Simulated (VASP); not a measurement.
# BaS (P6_3/mmc) in VASP: further runs

BaS is run at these levels: PBE, LDA; tasks: single point.

All numbers are computed with VASP 6.6.1; they aren't measurements. Logs are shortened: lines on timing, memory, paths and dates and some standing lists are left out, and cuts for length are marked.

### 1 The cell of the first run

Symmetry: P6_3/mmc, No. 194, hexagonal system. The conventional cell has a = 4.446 Å, b = 4.446 Å, c = 7.804 Å, α = 90.00°, β = 90.00°, γ = 120.00°. Ba (site symmetry -3m) has 6 S at 3.22 Å and 2 Ba at 3.90 Å within 4.2 Å. Within 4.2 Å of S (site symmetry -6m2) lie 6 Ba at 3.22 Å.

### 2 Single point, PBE

INCAR reads:

```
PREC     = Accurate       # precision mode
ENCUT    = 520            # plane-wave cutoff, eV
EDIFF    = 1E-6           # SCF threshold, eV
ISMEAR   = -1             # smearing method
SIGMA    = 0.02           # smearing width, eV
LREAL    = F              # projectors in reciprocal space
LASPH    = T              # aspherical terms in the spheres
NELM     = 60             # most SCF steps
ALGO     = Normal         # electronic algorithm
ISIF     = 2              # what is computed and relaxed
LWAVE    = F              # write WAVECAR
LCHARG   = T              # write CHGCAR
GGA      = PE             # functional
LELF     = T              # ELF
LVHAR    = T            
NBANDS   = 24             # bands
```

KPOINTS reads:

```
regular mesh
0
Gamma
  6 6 4
```

POSCAR reads:

```
BaS
1.0
    4.4463682182      0.0000000000      0.0000000000
   -2.2231841091      3.8506678315      0.0000000000
    0.0000000000      0.0000000000      7.8041163532
Ba S
2 2
Direct
    0.0000000000      0.0000000000      0.0000000000
    0.0000000000      0.0000000000      0.5000000000
    0.3333333333      0.6666666667      0.2500000000
    0.6666666667      0.3333333333      0.7500000000
```

Potentials or basis: VASP PAW PBE potentials, release 64 (Ba_sv, S).

Started as:

```sh
> cat potpaw_PBE.64/Ba_sv/POTCAR potpaw_PBE.64/S/POTCAR > POTCAR
> mpirun -np 1 vasp_std > vasp.out
```

OUTCAR:

```text
PREC = Accurate
   ENCUT = 520
   EDIFF = 1E-6
   ISMEAR = -1
   LREAL = F
   LASPH = T
   NELM = 60
   ISIF = 2
   GGA = PE

 ion  position               nearest neighbor table
   1  0.000  0.000  0.000-   3 3.22   4 3.22   3 3.22   4 3.22   4 3.22   3 3.22   2 3.90   2 3.90

   2  0.000  0.000  0.500-   3 3.22   4 3.22   3 3.22   4 3.22   4 3.22   3 3.22   1 3.90   1 3.90

   3  0.333  0.667  0.250-   1 3.22   2 3.22   1 3.22   2 3.22   1 3.22   2 3.22
   4  0.667  0.333  0.750-   1 3.22   2 3.22   1 3.22   2 3.22   1 3.22   2 3.22

  LATTYP: Found a hexagonal cell.
 ALAT       =     4.4463682182
 C/A-ratio  =     1.7551664573

  Lattice vectors:

 A1 = (   4.4463682182,   0.0000000000,   0.0000000000)
 A2 = (  -2.2231841091,   3.8506678315,   0.0000000000)
 A3 = (   0.0000000000,   0.0000000000,   7.8041163532)

Analysis of symmetry for initial positions (statically):
=====================================================================
 Subroutine PRICEL returns:
 Original cell was already a primitive cell.

 Routine SETGRP: Setting up the symmetry group for a
 hexagonal supercell.

 Subroutine GETGRP returns: Found 24 space group operations
 (whereof 12 operations were pure point group operations)
 out of a pool of 24 trial point group operations.

The static configuration has the point symmetry D_3d.
 The point group associated with its full space group is D_6h.

Analysis of symmetry for dynamics (positions and initial velocities):
=====================================================================
 Subroutine PRICEL returns:
 Original cell was already a primitive cell.

 Routine SETGRP: Setting up the symmetry group for a
 hexagonal supercell.

 Subroutine GETGRP returns: Found 24 space group operations
 (whereof 12 operations were pure point group operations)
 out of a pool of 24 trial point group operations.

The dynamic configuration has the point symmetry D_3d.
 The point group associated with its full space group is D_6h.

 Subroutine INISYM returns: Found 24 space group operations
 (whereof 12 operations are pure point group operations),
 and found     1 'primitive' translations

----------------------------------------------------------------------------------------

                                     Primitive cell

  volume of cell :     133.6181

  direct lattice vectors                    reciprocal lattice vectors
     4.446368218  0.000000000  0.000000000     0.224902651  0.129847606  0.000000000
    -2.223184109  3.850667832  0.000000000     0.000000000  0.259695212  0.000000000
     0.000000000  0.000000000  7.804116353     0.000000000  0.000000000  0.128137505

  length of vectors
     4.446368218  4.446368218  7.804116353     0.259695212  0.259695212  0.128137505

  position of ions in fractional coordinates (direct lattice)
     0.000000000  0.000000000  0.000000000
     0.000000000  0.000000000  0.500000000
     0.333333333  0.666666667  0.250000000
     0.666666667  0.333333333  0.750000000

  ion indices of the primitive-cell ions
   primitive index   ion index
                 1           1
                 2           2
                 3           3
                 4           4

----------------------------------------------------------------------------------------

 KPOINTS: regular mesh

Automatic generation of k-mesh.
 Grid dimensions read from file:
 generate k-points for:    6    6    4

 Generating k-lattice:

  Cartesian coordinates                     Fractional coordinates (reciprocal lattice)
     0.037483775  0.021641268  0.000000000     0.166666667  0.000000000  0.000000000
     0.000000000  0.043282535  0.000000000     0.000000000  0.166666667  0.000000000
     0.000000000  0.000000000  0.032034376     0.000000000  0.000000000  0.250000000

  Length of vectors
     0.043282535  0.043282535  0.032034376

  Shift w.r.t. Gamma in fractional coordinates (k-lattice)
     0.000000000  0.000000000  0.000000000

 Subroutine IBZKPT returns following result:
 ===========================================

 Found     21 irreducible k-points:

 Following reciprocal coordinates:
            Coordinates               Weight
  0.000000  0.000000  0.000000      1.000000
  0.166667  0.000000  0.000000      6.000000
  0.333333  0.000000  0.000000      6.000000
  0.500000  0.000000  0.000000      3.000000
  0.166667  0.166667  0.000000      6.000000
  0.333333  0.166667  0.000000     12.000000
[... 13 lines left out ...]
  0.333333  0.166667  0.500000     12.000000
  0.333333  0.333333  0.500000      2.000000
   k-points           NKPTS =     21   k-points in BZ     NKDIM =     21   number of bands    NBANDS=     24
   number of dos      NEDOS =    301   number of ions     NIONS =      4
   total plane-waves  NPLWV =  77760
   dimension x,y,z NGX =    36 NGY =   36 NGZ =   60
   dimension x,y,z NGXF=    72 NGYF=   72 NGZF=  120
   ions per type =               2   2
   NGX,Y,Z   is equivalent  to a cutoff of  13.46, 13.46, 12.78 a.u.
   NGXF,Y,Z  is equivalent  to a cutoff of  26.92, 26.92, 25.56 a.u.
 SYSTEM =  unknown system
   PREC   = accura    normal or accurate (medium, high low for compatibility)
   ISTART =      0    job   : 0-new  1-cont  2-samecut
   ICHARG =      2    charge: 1-file 2-atom 10-const
   ISPIN  =      1    spin polarized calculation?
   LNONCOLLINEAR =      F non collinear calculations
   LSORBIT =      F    spin-orbit coupling
   LASPH  =      T    aspherical Exc in radial PAW
   ENCUT  =  520.0 eV  38.22 Ry    6.18 a.u.   8.27  8.27 14.51*2*pi/ulx,y,z
   NELM   =     60;   NELMIN=  2; NELMDL= -5     # of ELM steps
   EDIFF  = 0.1E-05   stopping-criterion for ELM
   LREAL  =      F    real-space projection
   EDIFFG = 0.1E-04   stopping-criterion for IOM
   NSW    =      0    number of steps for IOM
   IBRION =     -1    ionic relax: 0-MD 1-quasi-New 2-CG
   NFREE  =      0    steps in history (QN), initial steepest desc. (CG)
   ISIF   =      2    stress and relaxation
   ISYM   =      2    0-nonsym 1-usesym 2-fastsym
   POTIM  = 0.5000    time-step for ionic-motion
   TEBEG  =    0.0;   TEEND  =   0.0 temperature during run
   PSTRESS=    0.0 pullay stress
   NELECT =      32.0000    total number of electrons
   NUPDOWN=      -1.0000    fix difference up-down
   EMIN   =  10.00;   EMAX   =-10.00  energy-range for DOS
   EFERMI =   0.00;   METHOD = LEGACY
   ISMEAR =    -1;   SIGMA  =   0.02  broadening in eV -4-tet -1-fermi 0-gaus
   EFERMI_NEDOS =   21; number of points for ismear=-14 and -15
   IALGO  =     38    algorithm
   IMIX   =      4    mixing-type and parameters
     AMIX     =   0.40;   BMIX     =  1.00
     AMIX_MAG =   1.60;   BMIX_MAG =  1.00
  volume/ion in A,a.u.               =      33.40       225.42
  Fermi-wavevector in a.u.,A,eV,Ry     =   1.016646  1.921182 14.062561  1.033569
  Thomas-Fermi vector in A             =   2.150002
   LORBIT       =      0    0 simple, 1 ext, 2 COOP (PROOUT), +10 PAW based schemes
   GGA     = PE    functional components
[... 5 lines left out ...]
 non-spin polarized calculation
  energy-cutoff  :      520.00
  volume of cell :      133.62
 maximum number of plane-waves:      3628
 NGX is ok and might be reduce to    36
   NGX = 17   NGY = 17   NGZ = 29

 number of electron      32.0000001 magnetization

 Free energy of the ion-electron system (eV)
  ---------------------------------------------------
  ext. energy  EPLUGINS =         0.00000000
  ---------------------------------------------------
  free energy    TOTEN  =       -19.97127836 eV

  energy without entropy =      -19.97127836  energy(sigma->0) =      -19.97127836

 E-fermi :   1.8502     XC(G=0):  -8.5070

 val. band max:        1.4271044077   @ k =   0.0000   0.0000   0.0000
 cond. band min:       3.7453497870   @ k =   0.0000   0.0000   0.0000
 fundamental gap:      2.3182453793
 Fermi energy:         1.8501960913

 k-point     1 :       0.0000    0.0000    0.0000
  band No.  band energies     occupation
      1     -25.0066      2.00000
      2     -24.9311      2.00000
      3     -11.2303      2.00000
      4     -10.0661      2.00000
      5     -10.0661      2.00000
      6      -9.9556      2.00000
[... 16 lines left out ...]
     23       6.9864      0.00000
     24       7.6829      0.00000

 k-point     2 :       0.1667    0.0000    0.0000
  band No.  band energies     occupation
      1     -24.9979      2.00000
      2     -24.9236      2.00000
      3     -11.1282      2.00000
      4     -10.3795      2.00000
      5     -10.0947      2.00000
      6     -10.0664      2.00000
[... 16 lines left out ...]
     23       7.5389      0.00000
     24       8.0091      0.00000

 k-point     3 :       0.3333    0.0000    0.0000
  band No.  band energies     occupation
      1     -24.9803      2.00000
      2     -24.9084      2.00000
      3     -10.9516      2.00000
      4     -10.7104      2.00000
      5     -10.2759      2.00000
      6     -10.1508      2.00000
[... 16 lines left out ...]
     23       7.8823      0.00000
     24       8.0112      0.00000

 k-point     4 :       0.5000    0.0000    0.0000
  band No.  band energies     occupation
      1     -24.9714      2.00000
      2     -24.9008      2.00000
      3     -11.0230      2.00000
      4     -10.6312      2.00000
      5     -10.3753      2.00000
      6     -10.1783      2.00000
[... 16 lines left out ...]
     23       7.8265      0.00000
     24       8.6859      0.00000

 k-point     5 :       0.1667    0.1667    0.0000
  band No.  band energies     occupation
      1     -24.9847      2.00000
      2     -24.9122      2.00000
      3     -10.9568      2.00000
      4     -10.6659      2.00000
      5     -10.2041      2.00000
      6     -10.1867      2.00000
[... 370 lines left out ...]
 k-point    19 :       0.1667    0.1667    0.5000
  band No.  band energies     occupation
      1     -24.9487      2.00000
      2     -24.9487      2.00000
      3     -10.6464      2.00000
      4     -10.6464      2.00000
      5     -10.2679      2.00000
      6     -10.2679      2.00000
[... 16 lines left out ...]
     23       7.4167      0.00000
     24       7.4167      0.00000

 k-point    20 :       0.3333    0.1667    0.5000
  band No.  band energies     occupation
      1     -24.9364      2.00000
      2     -24.9364      2.00000
      3     -10.6831      2.00000
      4     -10.6831      2.00000
      5     -10.2749      2.00000
      6     -10.2749      2.00000
[... 16 lines left out ...]
     23       7.8770      0.00000
     24       7.8770      0.00000

 k-point    21 :       0.3333    0.3333    0.5000
  band No.  band energies     occupation
      1     -24.9323      2.00000
      2     -24.9323      2.00000
      3     -10.6359      2.00000
      4     -10.6359      2.00000
      5     -10.3272      2.00000
      6     -10.3272      2.00000
[... 16 lines left out ...]
     23       7.4711      0.00000
     24       7.4711      0.00000

------------------------ aborting loop because EDIFF is reached ----------------------------------------

  FORCE on cell =-STRESS in cart. coord.  units (eV):
  Direction    XX          YY          ZZ          XY          YZ          ZX
  --------------------------------------------------------------------------------------
  -------------------------------------------------------------------------------------
  Total        0.4456331      0.4456331      0.5887647      0.0000000      0.0000000     -0.0000000
  in kB        5.3434634      5.3434634      7.0597142      0.0000000      0.0000000     -0.0000000
  external PRESSURE =       5.9155470 kB  Pullay stress =       0.0000000 kB

 VOLUME and BASIS-vectors are now :
 -----------------------------------------------------------------------------
  energy-cutoff  :      520.00
  volume of cell :      133.62
      direct lattice vectors                 reciprocal lattice vectors
     4.446368218  0.000000000  0.000000000     0.224902651  0.129847606  0.000000000
    -2.223184109  3.850667832  0.000000000     0.000000000  0.259695212  0.000000000
     0.000000000  0.000000000  7.804116353     0.000000000  0.000000000  0.128137505

 POSITION                                       TOTAL-FORCE (eV/Angst)
 -----------------------------------------------------------------------------------
      0.00000      0.00000      0.00000        -0.000000      0.000000      0.000000
      0.00000      0.00000      3.90206        -0.000000      0.000000      0.000000
     -0.00000      2.56711      1.95103        -0.000000      0.000000     -0.000000
      2.22318      1.28356      5.85309         0.000000     -0.000000      0.000000
 -----------------------------------------------------------------------------------
    total drift:                               -0.000000      0.000000     -0.000000

  FREE ENERGIE OF THE ION-ELECTRON SYSTEM (eV)
  ---------------------------------------------------
  free  energy   TOTEN  =       -19.9712783626 eV

  energy  without entropy=      -19.9712783626  energy(sigma->0) =      -19.97127836
```

Wall time 73 s (1 thread of Intel Xeon Platinum 8259CL at 2.50GHz (Skylake/Cascade Lake), shared host); peak memory 0.29 GiB.

Results:

- Free energy: -19.9713 eV
- Pressure: 0.6 GPa
- Band gap on the k mesh: 2.32 eV, direct

Levels at points of the mesh, in eV from the valence-band top:
```tsv
k point	band 12	band 13	band 14	band 15	band 16	band 17	band 18	band 19	band 20	band 21
(0.00, 0.00, 0.00)	-0.95	-0.95	-0.17	0.00	0.00	2.32	3.52	4.05	4.05	4.17
(0.50, 0.00, 0.00)	-1.38	-1.07	-0.60	-0.36	-0.15	2.32	3.92	5.37	5.72	6.00
(0.00, 0.00, 0.50)	-1.22	-0.53	-0.53	-0.53	-0.53	3.91	3.91	4.68	4.68	4.68
(0.50, 0.00, 0.50)	-1.33	-0.83	-0.83	-0.64	-0.64	3.31	3.31	5.70	5.70	6.36
```

Caveat: spin-orbit coupling is left out, which moves the levels of the heavy elements. A k mesh can miss the band edges.

### 3 Single point, PBE

This run uses another cell than the first one, of 33.28 Å³/atom, 0.996 times its volume.

INCAR reads:

```
ALGO = Normal ; EDIFF = 1E-7
ENCUT = 520 ; GGA = PE
ISIF = 2 ; ISMEAR = -1
LASPH = T ; LCHARG = T
LELF = T ; LREAL = F
LVHAR = T ; LWAVE = F
NBANDS = 24 ; NELM = 60
PREC = Accurate ; SIGMA = 0.02
```

KPOINTS reads:

```
k-points
0
Gamma
  6 6 4
```

POSCAR reads:

```
BaS
1.0
    4.4421900123      0.0000000000      0.0000000000
   -2.2210950062      3.8470493991      0.0000000000
    0.0000000000      0.0000000000      7.7894608451
Ba S
2 2
Direct
    0.0000000000      0.0000000000      0.0000000000
    0.0000000000      0.0000000000      0.5000000000
    0.3333333333      0.6666666667      0.2500000000
    0.6666666667      0.3333333333      0.7500000000
```

Potentials or basis: VASP PAW PBE potentials, release 64 (Ba_sv, S).

Started as:

```sh
> cat potpaw_PBE.64/Ba_sv/POTCAR potpaw_PBE.64/S/POTCAR > POTCAR
> mpirun -np 1 vasp_std > vasp.out
```

It took 85 s on 1 thread of Intel Xeon Platinum 8259CL at 2.50GHz (Skylake/Cascade Lake), shared host; peak memory 0.28 GiB.

It converged, with:

```
Free energy            : -19.9690 eV
Pressure               : 0.8 GPa
Band gap on the k mesh : 2.32 eV, indirect (the least direct gap lies 1.4 meV higher)
```

Stress tensor (GPa, compression positive):
```
0.68 0.00 0.00
0.00 0.68 0.00
0.00 0.00 0.93
```

Levels at points of the mesh, in eV from the valence-band top:
```
           k point  band 13  band 14  band 15  band 16  band 17  band 18  band 19  band 20
(0.00, 0.00, 0.00)    -0.95    -0.16     0.00     0.00     2.32     3.54     4.05     4.05
(0.50, 0.00, 0.00)    -1.08    -0.59    -0.36    -0.15     2.32     3.93     5.38     5.73
(0.00, 0.00, 0.50)    -0.54    -0.54    -0.54    -0.54     3.92     3.92     4.69     4.69
(0.50, 0.00, 0.50)    -0.83    -0.83    -0.64    -0.64     3.32     3.32     5.72     5.72
```

Caveat: spin-orbit coupling is left out, which moves the levels of the heavy elements. PBE gaps usually lie below the measured ones, often by a third to a half.

(Part 1 of 2 ends here.)
